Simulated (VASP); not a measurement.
Here is a VASP 6.6.1 calculation.

The input INCAR:

```
  ALGO = Normal
  DIPOL = 0.5 0.5 0.398
  EDIFF = 1E-7
  ENCUT = 520
  GGA = PE
  IDIPOL = 3
  ISIF = 2
  ISMEAR = 0
  LASPH = T
  LCHARG = T
  LDIPOL = T
  LELF = T
  LREAL = F
  LVACPOTAV = T
  LVHAR = T
  LWAVE = F
  NBANDS = 24
  NELM = 80
  PREC = Accurate
  SIGMA = 0.1
```

File KPOINTS:

```
k-points
0
Gamma
  9 9 1
```

The input POSCAR:

```
Al8N
1.0
    2.8543223330      0.0000000000      0.0000000000
   -1.4271611665      2.4719156510      0.0000000000
    0.0000000000      0.0000000000     33.4760593533
Al N
8 1
Direct
    0.3333333333      0.6666666667      0.1194883770
    0.0000000000      0.0000000000      0.1895622803
    0.6666666667      0.3333333333      0.2596361837
    0.0000000000      0.0000000000      0.3297100869
    0.3333333333      0.6666666667      0.3992195594
    0.0000000000      0.0000000000      0.4696536480
    0.6666666667      0.3333333333      0.5400996810
    0.0000000000      0.0000000000      0.6116627748
    0.6666666667     -0.6666666667      0.6621466141
```

Potentials or basis: VASP PAW PBE potentials, release 64 (Al, N).

Command:

```console
$ cat potpaw_PBE.64/Al/POTCAR potpaw_PBE.64/N/POTCAR > POTCAR
$ mpirun -np 1 vasp_std > vasp.out
```

(1) What does it give for the largest force?

Answers

(1) 3.464 eV/Å.
